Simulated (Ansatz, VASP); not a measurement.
## One calculation of InP, two programs

Contents of POSCAR:

```
InP
1.0
    0.0000000000      2.9499078504      2.9499078504
    2.9499078504      0.0000000000      2.9499078504
    2.9499078504      2.9499078504      0.0000000000
In P
1 1
Direct
    0.0000000000      0.0000000000      0.0000000000
    0.7500000000      0.7500000000      0.7500000000
```

Contents of INCAR.step1:

```
SYSTEM = InP
  ALGO = Normal
  EDIFF = 1E-4
  ENCUT = 520
  GGA = PE
  ISMEAR = -1
  LASPH = .TRUE.
  LCHARG = .FALSE.
  LREAL = .FALSE.
  LWAVE = .TRUE.
  NBANDS = 16
  NELM = 60
  PREC = Accurate
  SIGMA = 0.05
```

The input INCAR.step2:

```
SYSTEM = InP
  ALGO = Normal
  EDIFF = 1E-6
  ENCUT = 520
  ISIF = 2
  ISMEAR = -1
  ISTART = 1
  LASPH = .TRUE.
  LCHARG = .FALSE.
  LMIXTAU = .TRUE.
  LREAL = .FALSE.
  LWAVE = .FALSE.
  METAGGA = R2SCAN
  NBANDS = 16
  NELM = 60
  PREC = Accurate
  SIGMA = 0.05
```

File KPOINTS:

```
k-points
0
G
  8 8 8
  0 0 0
```

File input.yaml:

```yaml
crystal:
  lattice:
    - [0.0, 2.9499078504, 2.9499078504]
    - [2.9499078504, 0.0, 2.9499078504]
    - [2.9499078504, 2.9499078504, 0.0]
  atoms:
    - { symbol: In, position: [0.0, 0.0, 0.0] }
    - { symbol: P, position: [0.75, 0.75, 0.75] }
hamiltonian:
  xc: r2scan
  pseudopotentials: { kind: paw }
kpoints:
  mp_grid: { grid: [8, 8, 8] }
scf:
  occupations: { method: fermi_dirac, width: 0.05 }
output:
  forces: true
  stress: true
  eigenvalues: true
```

Alike in both runs: task single point; functional r2SCAN; k mesh 8 × 8 × 8; occupations fermi-dirac, width 0.05 eV; no spin polarisation.

|  | VASP | Ansatz |
| --- | --- | --- |
| version | VASP 6.6.1 | Ansatz 0.2.0 |
| potentials or method | VASP PAW PBE potentials, release 64 (In_d, P) | Ansatz PAW |
| plane-wave cutoff (eV) | 520 | 500 |
| valence electrons in the cell | 18 | 18 |

Ansatz gave:

| Property | Result |
| --- | --- |
| gap on the k mesh at the Fermi level (eV) | 1.05 |
| least direct gap on the mesh (eV) | 1.05 |
| pressure (GPa) | 0.2 |

Estimate VASP's values.

gap on the k mesh at the Fermi level (eV): 1.05; least direct gap on the mesh (eV): 1.05; pressure (GPa): 0.1.

VASP's potentials were made for PBE, not for r2SCAN. With one functional, cell and mesh, what is left measures potentials, basis and numerics.
